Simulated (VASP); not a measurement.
P, 4 atoms in the cell. The structure is orthorhombic, space group Cmce (No. 64). The conventional cell has a = 3.316 Å, b = 10.484 Å, c = 4.379 Å, α = 90.00°, β = 90.00°, γ = 90.00°. P (site symmetry m) has 3 P at 2.22 to 2.24 Å within 2.9 Å. 

* Program: VASP 6.6.1
* Task: relaxation of cell and atoms
* Functional: LDA
* Potentials or basis: VASP PAW LDA potentials, release 64 (P)
* Cutoff: 500 eV
* k mesh: 7 × 7 × 5
* Occupations: fermi-dirac, width 0.05 eV
* Spin: no spin polarisation
* Dipole correction: no
* Further INCAR settings: ALGO = Normal; EDIFF = 1e-07; IBRION = 2; EDIFFG = -0.03; NSW = 60; ISIF = 3

Potentials or basis: VASP PAW LDA potentials, release 64 (P).

Run with:

```sh
$ cat potpaw_LDA.64/P/POTCAR > POTCAR
$ mpirun -np 1 vasp_std > vasp.out
```

Hardware: 1 thread of Intel Xeon 8259CL, on a shared host.

Task: How long does it take, and how much memory?

Result: It took 7.4 min on 1 thread of Intel Xeon 8259CL, on a shared host, peak memory 0.2 GiB. Counts: scf iterations 71, k points 48, ion steps 9.
